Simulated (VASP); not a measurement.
## Rh: relaxation of volume and atoms at fixed shape with PBEsol

Crystal: Rh.

```
CELL_PARAMETERS angstrom
0.00000 1.89785 1.89785
1.89785 0.00000 1.89785
1.89785 1.89785 0.00000
ATOMIC_POSITIONS crystal
Rh 0.00000 0.00000 0.00000
```

```json
{
  "Program": "VASP 6.6.1",
  "Task": "relaxation of volume and atoms at fixed shape",
  "Functional": "PBEsol",
  "Potentials or basis": "VASP PAW PBE potentials, release 64 (Rh_pv)",
  "Cutoff": "500 eV",
  "k mesh": "11 × 11 × 11",
  "Occupations": "fermi-dirac, width 0.1 eV",
  "Spin": "no spin polarisation",
  "Dipole correction": "no",
  "Further INCAR settings": "ALGO = Normal; EDIFF = 1e-07; IBRION = 2; EDIFFG = -0.03; NSW = 80; ISIF = 8"
}
```

```json
{
  "Relaxed volume": "13.54 Å³/atom",
  "Relaxed cell": "a = 2.675 Å, b = 2.675 Å, c = 2.675 Å, α = 60.00°, β = 60.00°, γ = 60.00°",
  "Space group after relaxing (to 0.1 Å)": "Fm-3m (No. 225)",
  "Energy gained by relaxing": "1.2 meV/atom",
  "Ionic steps": "3",
  "Pressure after relaxing": "0.0 GPa",
  "Band gap on the k mesh": "zero (an odd number of electrons rules out a gap without spin polarisation)"
}
```

The path:
```tsv
step	energy change (eV)	largest force (eV/Å)	pressure (GPa)	volume (Å³)
1	0.0000	0.0000	-2.87	13.67
2	0.0070	0.0000	7.94	13.19
3	-0.0012	0.0000	-0.02	13.54
```

Final structure:
```yaml
crystal:
  lattice:
    - [0.00000, 1.89153, 1.89153]
    - [1.89153, 0.00000, 1.89153]
    - [1.89153, 1.89153, 0.00000]
  atoms:
    - { symbol: Rh, position: [0.00000, 0.00000, 0.00000] }
```

Levels at points of the mesh, in eV from the Fermi level:
```
           k point  band 5  band 6  band 7  band 8  band 9  band 10
(0.00, 0.00, 0.00)   -3.17   -3.17   -3.17   -1.00   -1.00    15.90
```

Wall time 13 s on 1 thread of AMD EPYC 9R45 96-Core Processor (Zen 5), on a shared host, peak memory 0.1 GiB.

Caveat: the PAW data sets were made with another functional, which shifts forces and pressure a little.
